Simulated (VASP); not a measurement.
# MgS (Niningerite) (Fm-3m) in VASP: further runs, part 2 of 2

VASP 6.6.1. Earlier steps stand in the parts before.

## 4. Single point, PBE0

File POSCAR:

```
MgS
1.0
    0.0000000000      2.6016500000      2.6016500000
    2.6016500000      0.0000000000      2.6016500000
    2.6016500000      2.6016500000      0.0000000000
S Mg
1 1
Direct
    0.5000000000      0.5000000000      0.5000000000
    0.0000000000      0.0000000000      0.0000000000
```

File INCAR.step1:

```
  PREC = Accurate
  ENCUT = 520
  EDIFF = 1E-5
  ISMEAR = -1
  SIGMA = 0.05
  LREAL = F
  LASPH = T
  NELM = 60
  ALGO = Normal
  ISIF = 2
  LWAVE = T
  LCHARG = F
  GGA = PE
  NBANDS = 11
```

File INCAR.step2:

```
  PREC = Accurate
  ENCUT = 520
  EDIFF = 1E-7
  ISMEAR = -1
  SIGMA = 0.05
  LREAL = F
  LASPH = T
  NELM = 60
  ALGO = Normal
  ISIF = 2
  LWAVE = F
  LCHARG = F
  GGA = PE
  LHFCALC = T
  AEXX = 0.25
  PRECFOCK = Normal
  ISTART = 1
  NBANDS = 11
```

File KPOINTS:

```
regular mesh
0
Gamma
  5 5 5
```

Potentials or basis: VASP PAW PBE potentials, release 64 (S, Mg).

Command:

```
> cat potpaw_PBE.64/S/POTCAR potpaw_PBE.64/Mg/POTCAR > POTCAR
> cp INCAR.step1 INCAR
> mpirun -np 1 vasp_std > vasp.out
> cp INCAR.step2 INCAR
> mpirun -np 1 vasp_std > vasp.out
```

OUTCAR:

```text
PREC = Accurate
   ENCUT = 520
   EDIFF = 1E-7
   ISMEAR = -1
   LREAL = F
   LASPH = T
   NELM = 60
   ISIF = 2
   GGA = PE
   LHFCALC = T
   AEXX = 0.25
   PRECFOCK = Normal
   ISTART = 1

 ion  position               nearest neighbor table
   1  0.500  0.500  0.500-   2 2.60   2 2.60   2 2.60   2 2.60   2 2.60   2 2.60
   2  0.000  0.000  0.000-   1 2.60   1 2.60   1 2.60   1 2.60   1 2.60   1 2.60

  LATTYP: Found a face centered cubic cell.
 ALAT       =     5.2033000000

  Lattice vectors:

 A1 = (   0.0000000000,   2.6016500000,   2.6016500000)
 A2 = (   2.6016500000,   0.0000000000,   2.6016500000)
 A3 = (   2.6016500000,   2.6016500000,   0.0000000000)

Analysis of symmetry for initial positions (statically):
[... 33 lines left out ...]
                                     Primitive cell

  volume of cell :      35.2190

  direct lattice vectors                    reciprocal lattice vectors
     0.000000000  2.601650000  2.601650000    -0.192185728  0.192185728  0.192185728
     2.601650000  0.000000000  2.601650000     0.192185728 -0.192185728  0.192185728
     2.601650000  2.601650000  0.000000000     0.192185728  0.192185728 -0.192185728

  length of vectors
     3.679288715  3.679288715  3.679288715     0.332875446  0.332875446  0.332875446

  position of ions in fractional coordinates (direct lattice)
[... 8 lines left out ...]
----------------------------------------------------------------------------------------

 KPOINTS: regular mesh

Automatic generation of k-mesh.
 Grid dimensions read from file:
 generate k-points for:    5    5    5

 Generating k-lattice:

  Cartesian coordinates                     Fractional coordinates (reciprocal lattice)
    -0.038437146  0.038437146  0.038437146     0.200000000  0.000000000  0.000000000
     0.038437146 -0.038437146  0.038437146     0.000000000  0.200000000  0.000000000
     0.038437146  0.038437146 -0.038437146     0.000000000  0.000000000  0.200000000

  Length of vectors
     0.066575089  0.066575089  0.066575089

  Shift w.r.t. Gamma in fractional coordinates (k-lattice)
     0.000000000  0.000000000  0.000000000

 Subroutine IBZKPT returns following result:
 ===========================================

 Found     10 irreducible k-points:

 Following reciprocal coordinates:
            Coordinates               Weight
  0.000000  0.000000  0.000000      1.000000
  0.200000  0.000000  0.000000      8.000000
  0.400000  0.000000  0.000000      8.000000
  0.200000  0.200000  0.000000      6.000000
  0.400000  0.200000  0.000000     24.000000
 -0.400000  0.200000  0.000000     24.000000
 -0.200000  0.200000  0.000000     12.000000
  0.400000  0.400000  0.000000      6.000000
 -0.400000  0.400000  0.000000     12.000000
 -0.400000  0.400000  0.200000     24.000000
   k-points           NKPTS =     10   k-points in BZ     NKDIM =    125   number of bands    NBANDS=     11
   number of dos      NEDOS =    301   number of ions     NIONS =      2
   total plane-waves  NPLWV =  21952
   dimension x,y,z NGX =    28 NGY =   28 NGZ =   28
   dimension x,y,z NGXF=    56 NGYF=   56 NGZF=   56
   ions per type =               1   1
   NGX,Y,Z   is equivalent  to a cutoff of  12.65, 12.65, 12.65 a.u.
   NGXF,Y,Z  is equivalent  to a cutoff of  25.30, 25.30, 25.30 a.u.
 SYSTEM =  unknown system
   PREC   = accura    normal or accurate (medium, high low for compatibility)
   ISTART =      1    job   : 0-new  1-cont  2-samecut
   ICHARG =      0    charge: 1-file 2-atom 10-const
   ISPIN  =      1    spin polarized calculation?
   LNONCOLLINEAR =      F non collinear calculations
   LSORBIT =      F    spin-orbit coupling
   LASPH  =      T    aspherical Exc in radial PAW
   ENCUT  =  520.0 eV  38.22 Ry    6.18 a.u.   6.84  6.84  6.84*2*pi/ulx,y,z
   NELM   =     60;   NELMIN=  2; NELMDL=  0     # of ELM steps
   EDIFF  = 0.1E-06   stopping-criterion for ELM
   LREAL  =      F    real-space projection
   EDIFFG = 0.1E-05   stopping-criterion for IOM
   NSW    =      0    number of steps for IOM
   IBRION =     -1    ionic relax: 0-MD 1-quasi-New 2-CG
   NFREE  =      0    steps in history (QN), initial steepest desc. (CG)
   ISIF   =      2    stress and relaxation
   ISYM   =      3    0-nonsym 1-usesym 2-fastsym
   POTIM  = 0.5000    time-step for ionic-motion
   TEBEG  =    0.0;   TEEND  =   0.0 temperature during run
   PSTRESS=    0.0 pullay stress
   NELECT =       8.0000    total number of electrons
   NUPDOWN=      -1.0000    fix difference up-down
   EMIN   =  10.00;   EMAX   =-10.00  energy-range for DOS
   EFERMI =   0.00;   METHOD = LEGACY
   ISMEAR =    -1;   SIGMA  =   0.05  broadening in eV -4-tet -1-fermi 0-gaus
   EFERMI_NEDOS =   21; number of points for ismear=-14 and -15
   IALGO  =     38    algorithm
   IMIX   =      1    mixing-type and parameters
     AMIX     =   0.40;   BMIX     =  1.00
     AMIX_MAG =   1.60;   BMIX_MAG =  1.00
  volume/ion in A,a.u.               =      17.61       118.83
  Fermi-wavevector in a.u.,A,eV,Ry     =   0.998878  1.887606 13.575323  0.997758
  Thomas-Fermi vector in A             =   2.131131
   LORBIT       =      0    0 simple, 1 ext, 2 COOP (PROOUT), +10 PAW based schemes
   GGA     = PE    functional components
   LHFCALC =     T    Hartree Fock is set to
   PRECFOCK=normal    Normal, Fast or Accurate (Low or Medium for compatibility)
   ENCUT4O =  -1.0   cutoff for four orbital integrals eV
   NKREDX  =     1    reduce k-point grid by
   NKREDY  =     1    reduce k-point grid by
   NKREDZ  =     1    reduce k-point grid by
   AEXX    =    0.2500 exact exchange contribution
   HFSCREEN=    0.0000 screening length (either q_TF or 0.3 A-1)
   HFSCREENC=   0.0000 screening length for correlation (either q_TF or 0.3 A-1)
   ENCUTFOCK=  -1.0 apply spherical cutoff to Coloumb kernel
   IVDW    =     0    specifies the selected vdW correction
   LEPSILON=     F    determine dielectric tensor
   LRPA    =     F    only Hartree local field effects (RPA)
 non-spin polarized calculation
  energy-cutoff  :      520.00
  volume of cell :       35.22
 maximum number of plane-waves:       962
  NGX = 24; NGY = 24; NGZ = 24

 number of electron       8.0000000 magnetization

 Free energy of the ion-electron system (eV)
  ---------------------------------------------------
  ext. energy  EPLUGINS =         0.00000000
  ---------------------------------------------------
  free energy    TOTEN  =       -10.45095764 eV

  energy without entropy =      -10.45095764  energy(sigma->0) =      -10.45095764

 E-fermi :   3.7804     XC(G=0):  -7.6510

 val. band max:        2.6810662327   @ k =   0.0000   0.0000   0.0000
 cond. band min:       7.6210163203   @ k =   0.4000   0.4000   0.0000
 fundamental gap:      4.9399500876
 Fermi energy:         3.7804222437

 k-point     1 :       0.0000    0.0000    0.0000
  band No.  band energies     occupation
      1     -11.3273      2.00000
      2       2.6811      2.00000
      3       2.6811      2.00000
      4       2.6811      2.00000
      5       8.2125      0.00000
      6      12.5518      0.00000
      7      12.5518      0.00000
      8      12.5518      0.00000
      9      15.1547      0.00000
     10      15.1547      0.00000
     11      17.1553      0.00000

 k-point     2 :       0.2000    0.0000    0.0000
  band No.  band energies     occupation
      1     -10.9183      2.00000
      2       0.4097      2.00000
      3       2.4314      2.00000
      4       2.4314      2.00000
      5       9.4556      0.00000
      6      12.4659      0.00000
      7      12.7455      0.00000
      8      12.7455      0.00000
      9      14.5487      0.00000
     10      14.5487      0.00000
     11      17.0421      0.00000
[... 99 lines left out ...]
 k-point    10 :      -0.4000    0.4000    0.2000
  band No.  band energies     occupation
      1      -9.5740      2.00000
      2      -1.4146      2.00000
      3      -0.2854      2.00000
      4       0.7707      2.00000
      5       9.6853      0.00000
      6      11.5571      0.00000
      7      12.1474      0.00000
      8      14.6756      0.00000
      9      17.7419      0.00000
     10      18.6054      0.00000
     11      21.5708      0.00000

------------------------ aborting loop because EDIFF is reached ----------------------------------------

  FORCE on cell =-STRESS in cart. coord.  units (eV):
  Direction    XX          YY          ZZ          XY          YZ          ZX
  --------------------------------------------------------------------------------------
  -------------------------------------------------------------------------------------
  Total       -0.1548476     -0.1548476     -0.1548476      0.0000000      0.0000000     -0.0000000
  in kB       -7.0443087     -7.0443087     -7.0443087      0.0000000      0.0000000     -0.0000000
  external PRESSURE =      -7.0443087 kB  Pullay stress =       0.0000000 kB

 VOLUME and BASIS-vectors are now :
 -----------------------------------------------------------------------------
  energy-cutoff  :      520.00
  volume of cell :       35.22
      direct lattice vectors                 reciprocal lattice vectors
     0.000000000  2.601650000  2.601650000    -0.192185728  0.192185728  0.192185728
     2.601650000  0.000000000  2.601650000     0.192185728 -0.192185728  0.192185728
     2.601650000  2.601650000  0.000000000     0.192185728  0.192185728 -0.192185728

 POSITION                                       TOTAL-FORCE (eV/Angst)
 -----------------------------------------------------------------------------------
      2.60165      2.60165      2.60165         0.000000      0.000000     -0.000000
      0.00000      0.00000      0.00000        -0.000000     -0.000000      0.000000
 -----------------------------------------------------------------------------------
    total drift:                                0.000000     -0.000000      0.000000

  FREE ENERGIE OF THE ION-ELECTRON SYSTEM (eV)
  ---------------------------------------------------
  free  energy   TOTEN  =       -10.4509576429 eV

  energy  without entropy=      -10.4509576429  energy(sigma->0) =      -10.45095764
```

OUTCAR.step1:

```text
PREC = Accurate
   ENCUT = 520
   EDIFF = 1E-5
   ISMEAR = -1
   LREAL = F
[... 344 lines left out ...]
      2.60165      2.60165      2.60165         0.000000      0.000000      0.000000
      0.00000      0.00000      0.00000        -0.000000     -0.000000     -0.000000
 -----------------------------------------------------------------------------------
    total drift:                                0.000000      0.000000      0.000000

  FREE ENERGIE OF THE ION-ELECTRON SYSTEM (eV)
  ---------------------------------------------------
  free  energy   TOTEN  =        -8.4908865732 eV

  energy  without entropy=       -8.4908865732  energy(sigma->0) =       -8.49088657
```

Wall time 6.7 min (1 thread of Intel Xeon Platinum 8375C at 2.90GHz (Ice Lake), shared host); peak memory 0.17 GiB.

Results:

| Item | Value |
| --- | --- |
| Free energy | -10.4510 eV |
| Pressure | -0.7 GPa |
| Band gap on the k mesh | 4.94 eV, indirect (least direct gap 5.53 eV) |

Levels at points of the mesh, in eV from the valence-band top:
```
           k point  band 2  band 3  band 4  band 5  band 6  band 7
(0.00, 0.00, 0.00)    0.00    0.00    0.00    5.53    9.87    9.87
```

Caveat: the PAW data sets were made with another functional, which shifts forces and pressure a little.

## 5. Single point, PBEsol

File INCAR:

```
PREC = Accurate
ENCUT = 520
EDIFF = 1E-7
ISMEAR = -1
SIGMA = 0.05
LREAL = F
LASPH = T
NELM = 60
ALGO = Normal
ISIF = 2
LWAVE = F
LCHARG = T
GGA = PS
LELF = T
LVHAR = T
NBANDS = 11
```

File KPOINTS:

```
Automatic mesh
0
Gamma
  6 6 6
```

POSCAR is that of step 4.

Command:

```
> cat potpaw_PBE.64/S/POTCAR potpaw_PBE.64/Mg/POTCAR > POTCAR
> mpirun -np 1 vasp_std > vasp.out
```

Wall time 6 s (1 thread of Intel Xeon Platinum 8488C (Sapphire Rapids), shared host); peak memory 0.15 GiB.

Results (log left out):

| Quantity | Value |
| --- | --- |
| Free energy | -9.0704 eV |
| Pressure | -1.1 GPa |
| Band gap on the k mesh | 2.70 eV, indirect (least direct gap 3.59 eV) |

Levels at points of the mesh, in eV from the valence-band top:
| k point | band 1 | band 2 | band 3 | band 4 | band 5 | band 6 | band 7 | band 8 |
| --- | --- | --- | --- | --- | --- | --- | --- | --- |
| (0.00, 0.00, 0.00) | -12.68 | 0.00 | 0.00 | 0.00 | 3.59 | 7.85 | 7.85 | 7.85 |
| (0.50, 0.00, 0.00) | -11.36 | -4.90 | -0.60 | -0.60 | 4.40 | 6.82 | 6.82 | 10.07 |
| (0.50, 0.50, 0.00) | -10.98 | -4.26 | -1.71 | -1.71 | 2.70 | 4.24 | 11.87 | 12.82 |

Caveat: the PAW data sets were made with another functional, which shifts forces and pressure a little. A k mesh can miss the band edges.

## 6. Single point, HSE06

POSCAR is that of step 5.

File INCAR.step1:

```
PREC     = Accurate       # precision mode
ENCUT    = 520            # plane-wave cutoff, eV
EDIFF    = 1E-5           # SCF threshold, eV
ISMEAR   = -1             # smearing method
SIGMA    = 0.05           # smearing width, eV
LREAL    = False          # projectors in reciprocal space
LASPH    = True           # aspherical terms in the spheres
NELM     = 80             # most SCF steps
ALGO     = Normal         # electronic algorithm
ISIF     = 2              # what is computed and relaxed
LWAVE    = True           # write WAVECAR
NBANDS   = 11             # bands
GGA      = PE             # functional
```

File INCAR.step2:

```
PREC     = Accurate       # precision mode
ENCUT    = 520            # plane-wave cutoff, eV
EDIFF    = 1E-6           # SCF threshold, eV
ISMEAR   = -1             # smearing method
SIGMA    = 0.05           # smearing width, eV
LREAL    = False          # projectors in reciprocal space
LASPH    = True           # aspherical terms in the spheres
NELM     = 80             # most SCF steps
ALGO     = Normal         # electronic algorithm
ISIF     = 2              # what is computed and relaxed
LWAVE    = False          # write WAVECAR
LCHARG   = True           # write CHGCAR
GGA      = PE             # functional
LHFCALC  = True           # exact exchange
HFSCREEN = 0.2079         # screening, 1/A
PRECFOCK = Normal       
LELF     = True           # ELF
LVHAR    = True         
NBANDS   = 11             # bands
ISTART   = 1
```

File KPOINTS:

```
regular mesh
0
Gamma
  6 6 6
```

Potentials or basis: VASP PAW PBE potentials, release 64 (S, Mg).

Command:

```
> cat potpaw_PBE.64/S/POTCAR potpaw_PBE.64/Mg/POTCAR > POTCAR
> cp INCAR.step1 INCAR
> mpirun -np 1 vasp_std > vasp.out
> cp INCAR.step2 INCAR
> mpirun -np 1 vasp_std > vasp.out
```

It took 8.3 min on 1 thread of Intel Xeon Platinum 8488C (Sapphire Rapids), shared host; peak memory 0.27 GiB.

Results (log left out):

| Quantity | Value |
| --- | --- |
| Free energy | -9.8869 eV |
| Pressure | -0.7 GPa |
| Band gap on the k mesh | 3.75 eV, indirect (least direct gap 4.79 eV) |

Levels at points of the mesh, in eV from the valence-band top:
| k point | band 1 | band 2 | band 3 | band 4 | band 5 | band 6 | band 7 | band 8 | band 9 |
| --- | --- | --- | --- | --- | --- | --- | --- | --- | --- |
| (0.00, 0.00, 0.00) | -13.96 | 0.00 | 0.00 | 0.00 | 4.79 | 9.10 | 9.10 | 9.10 | 11.69 |
| (0.50, 0.00, 0.00) | -12.53 | -5.27 | -0.65 | -0.65 | 5.55 | 8.05 | 8.05 | 11.59 | 13.52 |
| (0.50, 0.50, 0.00) | -12.12 | -4.60 | -1.84 | -1.84 | 3.75 | 5.34 | 13.52 | 14.34 | 14.92 |

Caveat: the PAW data sets were made with another functional, which shifts forces and pressure a little. A k mesh can miss the band edges.

## 7. Overview

| level | k mesh | grid for exact exchange (PRECFOCK) | share of exact exchange | screening parameter | gap on the mesh (eV) | pressure (GPa) |
| --- | --- | --- | --- | --- | --- | --- |
| r2SCAN-based global hybrid | 5 × 5 × 5 | Normal | 0.35 | - | 5.97 | -1.6 |
| HSE06 | 5 × 5 × 5 | Normal | - | 0.2079 1/Å | 4.19 | -0.7 |
| PBE0 | 5 × 5 × 5 | Normal | - | - | 4.94 | -0.7 |
| PBEsol | 6 × 6 × 6 | - | - | - | 2.70 | -1.1 |
| HSE06 | 6 × 6 × 6 | Normal | - | 0.2079 1/Å | 3.75 | -0.7 |

Alike in all rows: task single point; potentials or basis VASP PAW PBE potentials, release 64 (S, Mg); no spin polarisation; cell as given; cutoff (eV) 520; smearing fermi-dirac 0.05 eV.

On the cell as given the gap runs from 2.70 eV (PBEsol) to 5.97 eV (r2SCAN-based global hybrid); the meshes differ, which moves gaps too. The pressure there spans -1.6 GPa (r2SCAN-based global hybrid) to -0.7 GPa (HSE06); a positive pressure means that this level wants a larger cell, a negative one a smaller.

Caveats: the PAW data sets were made with another functional, which shifts forces and pressure a little.

Absolute energies hang on the potentials; compare differences alone.
